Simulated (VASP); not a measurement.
# MnS (F-43m) in VASP: further runs

The runs below take MnS through single point, relaxation of cell and atoms, with r2SCAN+U, PBEsol+U.

Everything below comes from runs of VASP 6.6.1. Logs are shortened: lines on timing, memory, paths and dates and some standing lists are left out, and cuts for length are marked.

## 1. The cell of the first run

Symmetry: F-43m, No. 216, cubic system. Conventional cell: a = 4.947 Å, b = 4.947 Å, c = 4.947 Å, α = 90.00°, β = 90.00°, γ = 90.00°. Mn (site symmetry -43m) has 4 S at 2.14 Å within 2.8 Å. Within 2.8 Å of S (site symmetry -43m) lie 4 Mn at 2.14 Å.

## 2. Single point, r2SCAN+U, collinear spin, ferromagnetic start

File POSCAR:

```
MnS
1.0
    0.0000000000      2.4734634191      2.4734634191
    2.4734634191      0.0000000000      2.4734634191
    2.4734634191      2.4734634191      0.0000000000
Mn S
1 1
Direct
    0.0000000000      0.0000000000      0.0000000000
    0.7500000000      0.7500000000      0.7500000000
```

File INCAR.step1:

```
  ALGO = Normal
  EDIFF = 1E-4
  ENCUT = 520
  GGA = PE
  ISMEAR = 1
  ISPIN = 2
  LASPH = True
  LCHARG = False
  LDAU = True
  LDAUJ = 0 0
  LDAUL = 2 -1
  LDAUTYPE = 2
  LDAUU = 3 0
  LMAXMIX = 4
  LREAL = False
  LWAVE = True
  MAGMOM = 4 0
  NBANDS = 20
  NELM = 150
  PREC = Accurate
  SIGMA = 0.05
```

File INCAR.step2:

```
  ALGO = Normal
  EDIFF = 1E-6
  ENCUT = 520
  ISIF = 2
  ISMEAR = 1
  ISPIN = 2
  ISTART = 1
  LASPH = True
  LCHARG = False
  LDAU = True
  LDAUJ = 0 0
  LDAUL = 2 -1
  LDAUPRINT = 1
  LDAUTYPE = 2
  LDAUU = 3 0
  LMAXMIX = 4
  LMIXTAU = True
  LORBIT = 11
  LREAL = False
  LWAVE = False
  MAGMOM = 4 0
  METAGGA = R2SCAN
  NBANDS = 20
  NELM = 150
  PREC = Accurate
  SIGMA = 0.05
```

File KPOINTS:

```
k-points
0
Gamma
  8 8 8
```

Potentials or basis: VASP PAW PBE potentials, release 64 (Mn_pv, S).

The run is started by

```bash
cat potpaw_PBE.64/Mn_pv/POTCAR potpaw_PBE.64/S/POTCAR > POTCAR
cp INCAR.step1 INCAR
mpirun -np 1 vasp_std > vasp.out
cp INCAR.step2 INCAR
mpirun -np 1 vasp_std > vasp.out
```

OUTCAR:

```text
EDIFF = 1E-6
   ENCUT = 520
   ISIF = 2
   ISMEAR = 1
   ISPIN = 2
   ISTART = 1
   LASPH = True
   LORBIT = 11
   LREAL = False
   METAGGA = R2SCAN
   NELM = 150
   PREC = Accurate

 ion  position               nearest neighbor table
   1  0.000  0.000  0.000-   2 2.14   2 2.14   2 2.14   2 2.14
   2  0.750  0.750  0.750-   1 2.14   1 2.14   1 2.14   1 2.14

  LATTYP: Found a face centered cubic cell.
 ALAT       =     4.9469268382

  Lattice vectors:

 A1 = (   0.0000000000,   2.4734634191,   2.4734634191)
 A2 = (   2.4734634191,   0.0000000000,   2.4734634191)
 A3 = (   2.4734634191,   2.4734634191,   0.0000000000)

Analysis of symmetry for initial positions (statically):
=====================================================================
 Subroutine PRICEL returns:
 Original cell was already a primitive cell.

 Routine SETGRP: Setting up the symmetry group for a
 face centered cubic supercell.

 Subroutine GETGRP returns: Found 24 space group operations
 (whereof 24 operations were pure point group operations)
 out of a pool of 48 trial point group operations.

The static configuration has the point symmetry T_d .

Analysis of symmetry for dynamics (positions and initial velocities):
=====================================================================
 Subroutine PRICEL returns:
 Original cell was already a primitive cell.

 Routine SETGRP: Setting up the symmetry group for a
 face centered cubic supercell.

 Subroutine GETGRP returns: Found 24 space group operations
 (whereof 24 operations were pure point group operations)
 out of a pool of 48 trial point group operations.

The dynamic configuration has the point symmetry T_d .

Analysis of structural, dynamic, and magnetic symmetry:
=====================================================================
 Subroutine PRICEL returns:
 Original cell was already a primitive cell.

 Routine SETGRP: Setting up the symmetry group for a
 face centered cubic supercell.

 Subroutine GETGRP returns: Found 24 space group operations
 (whereof 24 operations were pure point group operations)
 out of a pool of 48 trial point group operations.

The overall configuration has the point symmetry T_d .

 Subroutine INISYM returns: Found 24 space group operations
 (whereof 24 operations are pure point group operations),
 and found     1 'primitive' translations

----------------------------------------------------------------------------------------

                                     Primitive cell

  volume of cell :      30.2654

  direct lattice vectors                    reciprocal lattice vectors
     0.000000000  2.473463419  2.473463419    -0.202145702  0.202145702  0.202145702
     2.473463419  0.000000000  2.473463419     0.202145702 -0.202145702  0.202145702
     2.473463419  2.473463419  0.000000000     0.202145702  0.202145702 -0.202145702

  length of vectors
     3.498005513  3.498005513  3.498005513     0.350126627  0.350126627  0.350126627

  position of ions in fractional coordinates (direct lattice)
     0.000000000  0.000000000  0.000000000
     0.750000000  0.750000000  0.750000000

  ion indices of the primitive-cell ions
   primitive index   ion index
                 1           1
                 2           2

----------------------------------------------------------------------------------------

 KPOINTS: k-points

Automatic generation of k-mesh.
 Grid dimensions read from file:
 generate k-points for:    8    8    8

 Generating k-lattice:

  Cartesian coordinates                     Fractional coordinates (reciprocal lattice)
[... 63 lines left out ...]
   NSW    =      0    number of steps for IOM
   IBRION =     -1    ionic relax: 0-MD 1-quasi-New 2-CG
   NFREE  =      0    steps in history (QN), initial steepest desc. (CG)
   ISIF   =      2    stress and relaxation
   ISYM   =      2    0-nonsym 1-usesym 2-fastsym
   POTIM  = 0.5000    time-step for ionic-motion
   TEBEG  =    0.0;   TEEND  =   0.0 temperature during run
   PSTRESS=    0.0 pullay stress
   NELECT =      19.0000    total number of electrons
   NUPDOWN=      -1.0000    fix difference up-down
   EMIN   =  10.00;   EMAX   =-10.00  energy-range for DOS
   EFERMI =   0.00;   METHOD = LEGACY
   ISMEAR =     1;   SIGMA  =   0.05  broadening in eV -4-tet -1-fermi 0-gaus
   EFERMI_NEDOS =   21; number of points for ismear=-14 and -15
   IALGO  =     38    algorithm
   IMIX   =      4    mixing-type and parameters
     AMIX     =   0.40;   BMIX     =  1.00
     AMIX_MAG =   1.60;   BMIX_MAG =  1.00
  volume/ion in A,a.u.               =      15.13       102.12
  Fermi-wavevector in a.u.,A,eV,Ry     =   1.401771  2.648964 26.734947  1.964963
  Thomas-Fermi vector in A             =   2.524600
   LORBIT       =     11    0 simple, 1 ext, 2 COOP (PROOUT), +10 PAW based schemes
 LDA+U is selected, type is set to LDAUTYPE =  2
   angular momentum for each species LDAUL =     2   -1
   U (eV)           for each species LDAUU =   3.0  0.0
   J (eV)           for each species LDAUJ =   0.0  0.0
   METAGGA = R2SCAN    functional components
   LHFCALC =     F    Hartree Fock is set to
   AEXX    =    0.0000 exact exchange contribution
   IVDW    =     0    specifies the selected vdW correction
   LEPSILON=     F    determine dielectric tensor
   LRPA    =     F    only Hartree local field effects (RPA)
 spin polarized calculation
 Methfessel and Paxton  Order N= 1 SIGMA  =   0.05
  energy-cutoff  :      520.00
  volume of cell :       30.27
 maximum number of plane-waves:       869
 NGX is ok and might be reduce to    28
   NGX = 13   NGY = 13   NGZ = 13

atom =   1  type =  1  l = 2

 onsite density matrix

spin component  1

  0.9090 -0.0000 -0.0000 -0.0000  0.0000
 -0.0000  0.9090 -0.0000 -0.0000  0.0000
 -0.0000 -0.0000  0.9245 -0.0000  0.0000
 -0.0000 -0.0000 -0.0000  0.9090  0.0000
  0.0000  0.0000  0.0000  0.0000  0.9245

spin component  2

  0.1547 -0.0000 -0.0000 -0.0000  0.0000
 -0.0000  0.1547 -0.0000 -0.0000  0.0000
 -0.0000 -0.0000  0.0361  0.0000  0.0000
 -0.0000 -0.0000  0.0000  0.1547  0.0000
  0.0000  0.0000  0.0000  0.0000  0.0361

 occupancies and eigenvectors

  o =  0.0361  v =  0.0000  0.0000  0.0000  0.0000  0.0000 -0.0000  0.0000 -0.1653 -0.0000  0.9862      0.0000  0.0000  0.0000  0.0000  0.0000  0.0000  0.0000  0.0000  0.0000  0.0000
  o =  0.0361  v =  0.0000  0.0000  0.0000  0.0000  0.0000  0.0000  0.0000  0.9862 -0.0000  0.1653      0.0000  0.0000  0.0000  0.0000  0.0000  0.0000  0.0000  0.0000  0.0000  0.0000
  o =  0.1547  v =  0.0000  0.0000  0.0000  0.0000  0.0000  1.0000  0.0014 -0.0000  0.0013  0.0000      0.0000  0.0000  0.0000  0.0000  0.0000  0.0000  0.0000  0.0000  0.0000  0.0000
  o =  0.1547  v =  0.0000  0.0000  0.0000  0.0000  0.0000  0.0019 -0.6262  0.0000 -0.7796 -0.0000      0.0000  0.0000  0.0000  0.0000  0.0000  0.0000  0.0000  0.0000  0.0000  0.0000
  o =  0.1547  v =  0.0000  0.0000  0.0000  0.0000  0.0000 -0.0002  0.7796 -0.0000 -0.6262 -0.0000      0.0000  0.0000  0.0000  0.0000  0.0000  0.0000  0.0000  0.0000  0.0000  0.0000
  o =  0.9090  v =  0.0000 -0.0739 -0.0000  0.9973 -0.0000  0.0000  0.0000  0.0000  0.0000  0.0000      0.0000  0.0000  0.0000  0.0000  0.0000  0.0000  0.0000  0.0000  0.0000  0.0000
  o =  0.9090  v =  0.0000 -0.9973  0.0000 -0.0739 -0.0000  0.0000  0.0000  0.0000  0.0000  0.0000      0.0000  0.0000  0.0000  0.0000  0.0000  0.0000  0.0000  0.0000  0.0000  0.0000
  o =  0.9090  v =  1.0000  0.0000  0.0000  0.0000  0.0000  0.0000  0.0000  0.0000  0.0000  0.0000      0.0000  0.0000  0.0000  0.0000  0.0000  0.0000  0.0000  0.0000  0.0000  0.0000
  o =  0.9245  v =  0.0000  0.0000  0.9988  0.0000  0.0493  0.0000  0.0000  0.0000  0.0000  0.0000      0.0000  0.0000  0.0000  0.0000  0.0000  0.0000  0.0000  0.0000  0.0000  0.0000
  o =  0.9245  v =  0.0000 -0.0000 -0.0493  0.0000  0.9988  0.0000  0.0000  0.0000  0.0000  0.0000      0.0000  0.0000  0.0000  0.0000  0.0000  0.0000  0.0000  0.0000  0.0000  0.0000

 number of electron      18.9999986 magnetization       4.5279211

 Free energy of the ion-electron system (eV)
  ---------------------------------------------------
  ext. energy  EPLUGINS =         0.00000000
  ---------------------------------------------------
  free energy    TOTEN  =       -21.89855908 eV

  energy without entropy =      -21.89848971  energy(sigma->0) =      -21.89853595

 E-fermi :   8.2942     XC(G=0): -11.8485

 val. band max:        8.2153910924   @ k =  -0.3750   0.3750   0.1250
 cond. band min:       8.3022640358   @ k =   0.5000   0.3750   0.1250
 fundamental gap:      0.0868729434
 Fermi energy:         8.2941963485

 spin component 1

 k-point     1 :       0.0000    0.0000    0.0000
  band No.  band energies     occupation
      1     -44.7035      1.00000
      2     -44.7035      1.00000
      3     -44.7034      1.00000
      4      -8.4464      1.00000
      5       0.8437      1.00000
      6       0.8437      1.00000
[... 1097 lines left out ...]
     19      25.6202      0.00000
     20      28.2362      0.00000

 [... further k-points ...]

------------------------ aborting loop because EDIFF is reached ----------------------------------------

  FORCE on cell =-STRESS in cart. coord.  units (eV):
  Direction    XX          YY          ZZ          XY          YZ          ZX
  --------------------------------------------------------------------------------------
  -------------------------------------------------------------------------------------
  Total       10.2007881     10.2007881     10.2007881      0.0000000      0.0000000     -0.0000000
  in kB      540.0050693    540.0050693    540.0050693      0.0000000      0.0000000     -0.0000000
  external PRESSURE =     540.0050693 kB  Pullay stress =       0.0000000 kB

 VOLUME and BASIS-vectors are now :
 -----------------------------------------------------------------------------
  energy-cutoff  :      520.00
  volume of cell :       30.27
      direct lattice vectors                 reciprocal lattice vectors
     0.000000000  2.473463419  2.473463419    -0.202145702  0.202145702  0.202145702
     2.473463419  0.000000000  2.473463419     0.202145702 -0.202145702  0.202145702
     2.473463419  2.473463419  0.000000000     0.202145702  0.202145702 -0.202145702

 POSITION                                       TOTAL-FORCE (eV/Angst)
 -----------------------------------------------------------------------------------
      0.00000      0.00000      0.00000        -0.000000     -0.000000      0.000000
      3.71020      3.71020      3.71020         0.000000      0.000000     -0.000000
 -----------------------------------------------------------------------------------
    total drift:                               -0.000010     -0.000010     -0.000010

  FREE ENERGIE OF THE ION-ELECTRON SYSTEM (eV)
  ---------------------------------------------------
  free  energy   TOTEN  =       -21.8985590756 eV

  energy  without entropy=      -21.8984897092  energy(sigma->0) =      -21.89853595

 total charge

# of ion       s       p       d       tot
------------------------------------------
    1        0.392   6.425   5.083  11.900
    2        1.323   2.668   0.000   3.990
--------------------------------------------------
tot          1.715   9.092   5.083  15.890

 magnetization (x)

# of ion       s       p       d       tot
------------------------------------------
    1        0.053   0.107   4.032   4.192
    2        0.005   0.012   0.000   0.016
--------------------------------------------------
tot          0.058   0.119   4.032   4.208
```

Wall time 2.3 min (1 thread of Intel Xeon Platinum 8259CL at 2.50GHz (Skylake/Cascade Lake), shared host); peak memory 0.2 GiB.

Results:

```yaml
Free_energy: -21.8986 eV
Pressure: 54.0 GPa
Net_moment: 4.53 μB per cell
Site_moments: Mn +4.19; S +0.02 μB
Valence_electrons_inside_the_program's_atomic_spheres: Mn 11.90; S 3.99
```

Eigenvalues of the final occupation matrices:
```csv
site,spin,trace,eigenvalues
site 1 d,1,4.58,0.91 0.91 0.91 0.92 0.92
site 1 d,2,0.54,0.04 0.04 0.15 0.15 0.15
```

Caveat: the cell stands under pressure; the PAW data sets were made with another functional, which shifts forces and pressure a little; a cell with one magnetic atom can't hold antiferromagnetic order, which such compounds often take. The state reached can hang on the start; a lower one may exist.

## 3. Single point, r2SCAN+U, collinear spin, ferromagnetic start

POSCAR is that of step 2.

File INCAR.step1:

```
SYSTEM = MnS
PREC = Accurate
ENCUT = 520
ISMEAR = 1
SIGMA = 0.025
LREAL = .False.
LASPH = .True.
NELM = 150
ISPIN = 2
MAGMOM = 4 0
LMAXMIX = 4
LDAU = .True.
LDAUTYPE = 2
LDAUL = 2 -1
LDAUU = 3 0
LDAUJ = 0 0
NBANDS = 20
GGA = PE
ALGO = Normal
EDIFF = 1E-4
LWAVE = .True.
LCHARG = .False.
```

File INCAR.step2:

```
SYSTEM = MnS
PREC = Accurate
ENCUT = 520
EDIFF = 1E-6
ISMEAR = 1
SIGMA = 0.025
LREAL = .False.
LASPH = .True.
NELM = 150
ALGO = Normal
ISIF = 2
LWAVE = .False.
LCHARG = .True.
ISPIN = 2
MAGMOM = 4 0
LORBIT = 11
LMAXMIX = 4
LDAU = .True.
LDAUTYPE = 2
LDAUL = 2 -1
LDAUU = 3 0
LDAUJ = 0 0
LDAUPRINT = 1
METAGGA = R2SCAN
LMIXTAU = .True.
LELF = .True.
LVHAR = .True.
NBANDS = 20
ISTART = 1
```

File KPOINTS:

```
regular mesh
0
Gamma
  8 8 8
  0 0 0
```

Potentials or basis: VASP PAW PBE potentials, release 64 (Mn_pv, S).

The run is started by

```bash
cat potpaw_PBE.64/Mn_pv/POTCAR potpaw_PBE.64/S/POTCAR > POTCAR
cp INCAR.step1 INCAR
mpirun -np 1 vasp_std > vasp.out
cp INCAR.step2 INCAR
mpirun -np 1 vasp_std > vasp.out
```

Wall time 2.6 min (1 thread of Intel Xeon Platinum 8259CL at 2.50GHz (Skylake/Cascade Lake), shared host); peak memory 0.2 GiB.

The run converged. Its results:

```yaml
Free_energy: -21.8985 eV
Pressure: 54.0 GPa
Net_moment: 4.53 μB per cell
Site_moments: Mn +4.19; S +0.02 μB
Valence_electrons_inside_the_program's_atomic_spheres: Mn 11.90; S 3.99
```

Levels at points of the mesh, in eV from the Fermi level:
Spin up:
```
           k point  band 9  band 10  band 11  band 12  band 13  band 14  band 15  band 16
(0.00, 0.00, 0.00)   -5.16     1.20     1.20     1.20     3.22     6.93     6.93     6.93
(0.50, 0.00, 0.00)   -4.92    -4.32    -0.57    -0.57     4.58     7.31     7.31     9.28
(0.50, 0.50, 0.00)   -4.72    -3.80    -3.03    -3.03     3.53     5.19    12.80    13.71
```
Spin down:
| k point | band 4 | band 5 | band 6 | band 7 | band 8 | band 9 | band 10 | band 11 |
| --- | --- | --- | --- | --- | --- | --- | --- | --- |
| (0.00, 0.00, 0.00) | -16.37 | -4.45 | -4.45 | -4.45 | 2.15 | 2.15 | 4.05 | 5.69 |
| (0.50, 0.00, 0.00) | -14.95 | -7.30 | -4.26 | -4.26 | 1.86 | 2.39 | 2.39 | 3.69 |
| (0.50, 0.50, 0.00) | -14.47 | -7.11 | -4.39 | -4.39 | -0.71 | 1.95 | 2.66 | 2.66 |

Eigenvalues of the final occupation matrices:
```csv
site,spin,trace,eigenvalues
site 1 d,1,4.58,0.91 0.91 0.91 0.92 0.92
site 1 d,2,0.54,0.04 0.04 0.15 0.15 0.15
```

Caveat: the cell stands under pressure; the PAW data sets were made with another functional, which shifts forces and pressure a little; a cell with one magnetic atom can't hold antiferromagnetic order, which such compounds often take. The state reached can hang on the start; a lower one may exist.

(Part 1 of 2 ends here.)
